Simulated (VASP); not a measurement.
# Ta (I4/mmm) in VASP: a series of runs

Runs on Ta. Level: r2SCAN. Tasks: single point.

Everything below comes from runs of VASP 6.6.1. Logs are shortened: lines on timing, memory, paths and dates and some standing lists are left out, and cuts for length are marked.

### Step 1. The cell of the first run

Symmetry: I4/mmm, No. 139, tetragonal system. The conventional cell has a = 3.303 Å, b = 3.303 Å, c = 2.807 Å, α = 90.00°, β = 90.00°, γ = 90.00°. Within 3.6 Å of Ta (site symmetry 4/mmm) lie 14 Ta at 2.72 to 3.30 Å.

### Step 2. Single point, r2SCAN (strain -0.1500 x Voigt [0, 0, 1, 0, 0, 0])

The input, POSCAR:

```
Ta
1.0
   -1.6512800000      1.6512800000      1.4035880000
    1.6512800000     -1.6512800000      1.4035880000
    1.6512800000      1.6512800000     -1.4035880000
Ta
1
Direct
    0.0000000000      0.0000000000      0.0000000000
```

The input, INCAR.step1:

```
  PREC = Accurate
  ENCUT = 520
  ISMEAR = 0
  SIGMA = 0.15
  LREAL = F
  LASPH = T
  NELM = 80
  NBANDS = 12
  GGA = PE
  ALGO = Normal
  EDIFF = 1E-4
  LWAVE = T
  LCHARG = F
```

The input, INCAR.step2:

```
  PREC = Accurate
  ENCUT = 520
  EDIFF = 1E-6
  ISMEAR = 0
  SIGMA = 0.15
  LREAL = F
  LASPH = T
  NELM = 80
  ALGO = Normal
  ISIF = 2
  LWAVE = F
  LCHARG = F
  METAGGA = R2SCAN
  LMIXTAU = T
  NBANDS = 12
  ISTART = 1
```

The input, KPOINTS:

```
regular mesh
0
Gamma
  20 20 20
```

Potentials or basis: VASP PAW PBE potentials, release 64 (Ta_pv).

Run with:

```console
cat potpaw_PBE.64/Ta_pv/POTCAR > POTCAR
cp INCAR.step1 INCAR
mpirun -np 1 vasp_std > vasp.out
cp INCAR.step2 INCAR
mpirun -np 1 vasp_std > vasp.out
```

OUTCAR:

```text
PREC = Accurate
   ENCUT = 520
   EDIFF = 1E-6
   ISMEAR = 0
   LREAL = F
   LASPH = T
   NELM = 80
   ISIF = 2
   METAGGA = R2SCAN
   ISTART = 1

 ion  position               nearest neighbor table
   1  0.000  0.000  0.000-

  LATTYP: Found a body centered tetragonal cell.
 ALAT       =     3.3025600000
 C/A-ratio  =     0.8500000000

  Lattice vectors:

 A1 = (  -1.6512800000,   1.6512800000,   1.4035880000)
 A2 = (   1.6512800000,  -1.6512800000,   1.4035880000)
 A3 = (   1.6512800000,   1.6512800000,  -1.4035880000)

Analysis of symmetry for initial positions (statically):
=====================================================================
 Subroutine PRICEL returns:
 Original cell was already a primitive cell.

 Routine SETGRP: Setting up the symmetry group for a
 body centered tetragonal supercell.

 Subroutine GETGRP returns: Found 16 space group operations
 (whereof 16 operations were pure point group operations)
 out of a pool of 16 trial point group operations.

The static configuration has the point symmetry D_4h.

Analysis of symmetry for dynamics (positions and initial velocities):
=====================================================================
 Subroutine PRICEL returns:
 Original cell was already a primitive cell.

 Routine SETGRP: Setting up the symmetry group for a
 body centered tetragonal supercell.

 Subroutine GETGRP returns: Found 16 space group operations
 (whereof 16 operations were pure point group operations)
 out of a pool of 16 trial point group operations.

The dynamic configuration has the point symmetry D_4h.

 Subroutine INISYM returns: Found 16 space group operations
 (whereof 16 operations are pure point group operations),
 and found     1 'primitive' translations

----------------------------------------------------------------------------------------

                                     Primitive cell

  volume of cell :      15.3088

  direct lattice vectors                    reciprocal lattice vectors
    -1.651280000  1.651280000  1.403588000     0.000000000  0.302795407  0.356229891
     1.651280000 -1.651280000  1.403588000     0.302795407  0.000000000  0.356229891
     1.651280000  1.651280000 -1.403588000     0.302795407  0.302795407  0.000000000

  length of vectors
     2.724612000  2.724612000  2.724612000     0.467530527  0.467530527  0.428217371

  position of ions in fractional coordinates (direct lattice)
     0.000000000  0.000000000  0.000000000

  ion indices of the primitive-cell ions
   primitive index   ion index
                 1           1

----------------------------------------------------------------------------------------

 KPOINTS: regular mesh

Automatic generation of k-mesh.
 Grid dimensions read from file:
 generate k-points for:   20   20   20

 Generating k-lattice:

  Cartesian coordinates                     Fractional coordinates (reciprocal lattice)
     0.000000000  0.015139770  0.017811495     0.050000000  0.000000000  0.000000000
     0.015139770  0.000000000  0.017811495     0.000000000  0.050000000  0.000000000
     0.015139770  0.015139770  0.000000000     0.000000000  0.000000000  0.050000000

  Length of vectors
     0.023376526  0.023376526  0.021410869

  Shift w.r.t. Gamma in fractional coordinates (k-lattice)
     0.000000000  0.000000000  0.000000000

 Subroutine IBZKPT returns following result:
 ===========================================

 Found    641 irreducible k-points:

 Following reciprocal coordinates:
            Coordinates               Weight
  0.000000  0.000000  0.000000      1.000000
  0.050000  0.000000  0.000000      8.000000
  0.100000  0.000000  0.000000      8.000000
  0.150000  0.000000  0.000000      8.000000
  0.200000  0.000000  0.000000      8.000000
  0.250000  0.000000 -0.000000      8.000000
[... 16 lines left out ...]
 -0.400000  0.050000  0.000000     16.000000
 -0.350000  0.050000 -0.000000     16.000000
 [... further k-points ...]
   k-points           NKPTS =    641   k-points in BZ     NKDIM =    641   number of bands    NBANDS=     12
   number of dos      NEDOS =    301   number of ions     NIONS =      1
   total plane-waves  NPLWV =   8000
   dimension x,y,z NGX =    20 NGY =   20 NGZ =   20
   dimension x,y,z NGXF=    40 NGYF=   40 NGZF=   40
   ions per type =               1
   NGX,Y,Z   is equivalent  to a cutoff of  12.20, 12.20, 12.20 a.u.
   NGXF,Y,Z  is equivalent  to a cutoff of  24.41, 24.41, 24.41 a.u.
 SYSTEM =  unknown system
   PREC   = accura    normal or accurate (medium, high low for compatibility)
   ISTART =      1    job   : 0-new  1-cont  2-samecut
   ICHARG =      0    charge: 1-file 2-atom 10-const
   ISPIN  =      1    spin polarized calculation?
   LNONCOLLINEAR =      F non collinear calculations
   LSORBIT =      F    spin-orbit coupling
   LASPH  =      T    aspherical Exc in radial PAW
   ENCUT  =  520.0 eV  38.22 Ry    6.18 a.u.   5.07  5.07  5.07*2*pi/ulx,y,z
   NELM   =     80;   NELMIN=  2; NELMDL=  0     # of ELM steps
   EDIFF  = 0.1E-05   stopping-criterion for ELM
   LREAL  =      F    real-space projection
   EDIFFG = 0.1E-04   stopping-criterion for IOM
   NSW    =      0    number of steps for IOM
   IBRION =     -1    ionic relax: 0-MD 1-quasi-New 2-CG
   NFREE  =      0    steps in history (QN), initial steepest desc. (CG)
   ISIF   =      2    stress and relaxation
   ISYM   =      2    0-nonsym 1-usesym 2-fastsym
   POTIM  = 0.5000    time-step for ionic-motion
   TEBEG  =    0.0;   TEEND  =   0.0 temperature during run
   PSTRESS=    0.0 pullay stress
   NELECT =      11.0000    total number of electrons
   NUPDOWN=      -1.0000    fix difference up-down
   EMIN   =  10.00;   EMAX   =-10.00  energy-range for DOS
   EFERMI =   0.00;   METHOD = LEGACY
   ISMEAR =     0;   SIGMA  =   0.15  broadening in eV -4-tet -1-fermi 0-gaus
   EFERMI_NEDOS =   21; number of points for ismear=-14 and -15
   IALGO  =     38    algorithm
   IMIX   =      4    mixing-type and parameters
     AMIX     =   0.40;   BMIX     =  1.00
     AMIX_MAG =   1.60;   BMIX_MAG =  1.00
  volume/ion in A,a.u.               =      15.31       103.31
  Fermi-wavevector in a.u.,A,eV,Ry     =   1.466309  2.770921 29.253353  2.150061
  Thomas-Fermi vector in A             =   2.582061
   LORBIT       =      0    0 simple, 1 ext, 2 COOP (PROOUT), +10 PAW based schemes
   METAGGA = R2SCAN    functional components
   LHFCALC =     F    Hartree Fock is set to
   AEXX    =    0.0000 exact exchange contribution
   IVDW    =     0    specifies the selected vdW correction
   LEPSILON=     F    determine dielectric tensor
   LRPA    =     F    only Hartree local field effects (RPA)
 non-spin polarized calculation
 Gauss-broadening in eV      SIGMA  =   0.15
  energy-cutoff  :      520.00
  volume of cell :       15.31
 maximum number of plane-waves:       430
   NGX = 11   NGY = 11   NGZ = 11

 number of electron      11.0000002 magnetization

 Free energy of the ion-electron system (eV)
  ---------------------------------------------------
  ext. energy  EPLUGINS =         0.00000000
  ---------------------------------------------------
  free energy    TOTEN  =       -48.10417823 eV

  energy without entropy =      -48.09404514  energy(sigma->0) =      -48.09911168

 E-fermi :   6.9455     XC(G=0): -14.7362

 val. band max:        6.9432568590   @ k =  -0.3000  -0.3000   0.1000
 cond. band min:       6.9455262360   @ k =   0.4000   0.2500   0.0000
 fundamental gap:      0.0022693769
 Fermi energy:         6.9454508696

 k-point     1 :       0.0000    0.0000    0.0000
  band No.  band energies     occupation
      1     -26.8547      2.00000
      2     -26.8547      2.00000
      3     -26.7219      2.00000
      4      -2.1651      2.00000
      5       5.8862      2.00000
      6       8.8195      0.00000
      7       8.8196      0.00000
      8       9.3781      0.00000
      9      13.3011      0.00000
     10      19.6178      0.00000
     11      22.4378      0.00000
     12      22.4378      0.00000

 k-point     2 :       0.0500    0.0000    0.0000
  band No.  band energies     occupation
      1     -26.8845      2.00000
      2     -26.8715      2.00000
      3     -26.7577      2.00000
      4      -2.0085      2.00000
      5       5.9347      2.00000
      6       8.7178      0.00000
      7       8.7678      0.00000
      8       9.4266      0.00000
      9      13.1308      0.00000
     10      19.6177      0.00000
     11      22.7406      0.00000
     12      22.7816      0.00000

 k-point     3 :       0.1000    0.0000    0.0000
  band No.  band energies     occupation
      1     -27.0200      2.00000
      2     -26.9199      2.00000
      3     -26.8096      2.00000
      4      -1.5564      2.00000
      5       6.0146      2.00000
      6       8.3537      0.00000
      7       8.7136      0.00000
      8       9.6549      0.00000
      9      12.7400      0.00000
     10      19.6178      0.00000
     11      23.6082      0.00000
     12      23.6395      0.00000
[... 286 lines left out ...]
 k-point    23 :      -0.4000    0.0500    0.0000
  band No.  band energies     occupation
      1     -28.5911      2.00000
      2     -27.4291      2.00000
      3     -27.0013      2.00000
      4       1.6109      2.00000
      5       4.2844      2.00000
      6       7.8943      0.00000
      7      11.7069      0.00000
      8      13.0622      0.00000
      9      14.2240      0.00000
     10      19.6180      0.00000
     11      20.9959      0.00000
     12      26.0680      0.00000

 k-point    24 :      -0.3500    0.0500   -0.0000
  band No.  band energies     occupation
      1     -28.3431      2.00000
      2     -27.3481      2.00000
      3     -26.9688      2.00000
      4       1.5452      2.00000
      5       4.6388      2.00000
      6       7.0575      0.29065
      7      11.8681      0.00000
      8      12.0474      0.00000
      9      12.9243      0.00000
     10      19.6179      0.00000
     11      21.8051      0.00000
     12      27.8670      0.00000

 [... further k-points ...]
[... 5 lines left out ...]
  --------------------------------------------------------------------------------------
  -------------------------------------------------------------------------------------
  Total        3.9419712      3.9419712      6.3166378      0.0000000      0.0000000      0.0000000
  in kB      412.5560451    412.5560451    661.0822248      0.0000000      0.0000000      0.0000000
  external PRESSURE =     495.3981050 kB  Pullay stress =       0.0000000 kB

 VOLUME and BASIS-vectors are now :
 -----------------------------------------------------------------------------
  energy-cutoff  :      520.00
  volume of cell :       15.31
      direct lattice vectors                 reciprocal lattice vectors
    -1.651280000  1.651280000  1.403588000     0.000000000  0.302795407  0.356229891
     1.651280000 -1.651280000  1.403588000     0.302795407  0.000000000  0.356229891
     1.651280000  1.651280000 -1.403588000     0.302795407  0.302795407  0.000000000

 POSITION                                       TOTAL-FORCE (eV/Angst)
 -----------------------------------------------------------------------------------
      0.00000      0.00000      0.00000        -0.000000     -0.000000      0.000000
 -----------------------------------------------------------------------------------
    total drift:                               -0.000000     -0.000000      0.000000

  FREE ENERGIE OF THE ION-ELECTRON SYSTEM (eV)
  ---------------------------------------------------
  free  energy   TOTEN  =       -48.1041782328 eV

  energy  without entropy=      -48.0940451370  energy(sigma->0) =      -48.09911168
```

Wall time 2.9 min (1 thread of AMD EPYC 9R45 (Zen 5), shared host); peak memory 0.19 GiB.

Results:

- Free energy: -48.1042 eV
- Pressure: 49.5 GPa
- Band gap on the k mesh: zero (an odd number of electrons rules out a gap without spin polarisation)

Stress tensor (GPa, compression positive):
```
41.26  0.00  0.00
 0.00 41.26  0.00
 0.00  0.00 66.11
```

Levels at points of the mesh, in eV from the Fermi level:
| k point | band 1 | band 2 | band 3 | band 4 | band 5 | band 6 | band 7 | band 8 | band 9 | band 10 |
| --- | --- | --- | --- | --- | --- | --- | --- | --- | --- | --- |
| (0.00, 0.00, 0.00) | -33.80 | -33.80 | -33.67 | -9.11 | -1.06 | 1.87 | 1.87 | 2.43 | 6.36 | 12.67 |
| (0.50, 0.00, 0.00) | -35.85 | -34.45 | -33.97 | -5.61 | -3.13 | 2.91 | 4.46 | 8.08 | 9.26 | 12.67 |
| (0.50, 0.50, 0.00) | -35.84 | -34.12 | -33.70 | -5.57 | -0.21 | 1.27 | 2.24 | 4.82 | 9.25 | 12.67 |
| (0.50, 0.50, 0.50) | -35.33 | -35.33 | -34.62 | -5.55 | -5.04 | 8.23 | 8.23 | 8.91 | 9.05 | 9.05 |

Caveat: the cell differs from its parent crystal (strain -0.1500 x Voigt [0, 0, 1, 0, 0, 0]); the cell stands under pressure; the PAW data sets were made with another functional, which shifts forces and pressure a little; spin-orbit coupling is left out, which moves the levels of the heavy elements.

### Step 3. Single point, r2SCAN (strain -0.1125 x Voigt [0, 0, 1, 0, 0, 0])

The input, POSCAR:

```
Ta
1.0
   -1.6512800000      1.6512800000      1.4655110000
    1.6512800000     -1.6512800000      1.4655110000
    1.6512800000      1.6512800000     -1.4655110000
Ta
1
Direct
    0.0000000000      0.0000000000      0.0000000000
```

The input, INCAR.step1:

```
PREC = Accurate
ENCUT = 520
ISMEAR = 0
SIGMA = 0.15
LREAL = F
LASPH = T
NELM = 60
NBANDS = 12
GGA = PE
ALGO = Normal
EDIFF = 1E-4
LWAVE = T
LCHARG = F
```

The input, INCAR.step2:

```
PREC = Accurate
ENCUT = 520
EDIFF = 1E-6
ISMEAR = 0
SIGMA = 0.15
LREAL = F
LASPH = T
NELM = 60
ALGO = Normal
ISIF = 2
LWAVE = F
LCHARG = F
METAGGA = R2SCAN
LMIXTAU = T
NBANDS = 12
ISTART = 1
```

KPOINTS is that of step 2.

Potentials or basis: VASP PAW PBE potentials, release 64 (Ta_pv).

Run with:

```console
cat potpaw_PBE.64/Ta_pv/POTCAR > POTCAR
cp INCAR.step1 INCAR
mpirun -np 1 vasp_std > vasp.out
cp INCAR.step2 INCAR
mpirun -np 1 vasp_std > vasp.out
```

Wall time 4.4 min (1 thread of AMD EPYC 9R45 (Zen 5), shared host); peak memory 0.22 GiB.

The run converged. Its results:

| Item | Value |
| --- | --- |
| Free energy | -48.3312 eV |
| Pressure | 33.2 GPa |
| Band gap on the k mesh | zero (an odd number of electrons rules out a gap without spin polarisation) |

Stress tensor (GPa, compression positive):
```
28.44  0.00  0.00
 0.00 28.44  0.00
 0.00  0.00 42.67
```

Levels at points of the mesh, in eV from the Fermi level:
| k point | band 3 | band 4 | band 5 | band 6 | band 7 | band 8 |
| --- | --- | --- | --- | --- | --- | --- |
| (0.00, 0.00, 0.00) | -33.76 | -8.84 | -0.44 | 1.58 | 1.58 | 3.15 |
| (0.50, 0.00, 0.00) | -33.92 | -5.22 | -2.62 | 2.51 | 4.59 | 7.24 |
| (0.50, 0.50, 0.00) | -33.73 | -5.24 | -0.60 | 1.39 | 2.93 | 5.08 |
| (0.50, 0.50, 0.50) | -34.70 | -5.01 | -4.66 | 7.97 | 7.97 | 8.47 |

Caveat: the cell differs from its parent crystal (strain -0.1125 x Voigt [0, 0, 1, 0, 0, 0]); the cell stands under pressure; the PAW data sets were made with another functional, which shifts forces and pressure a little; spin-orbit coupling is left out, which moves the levels of the heavy elements.

[end of part 1 of 2]
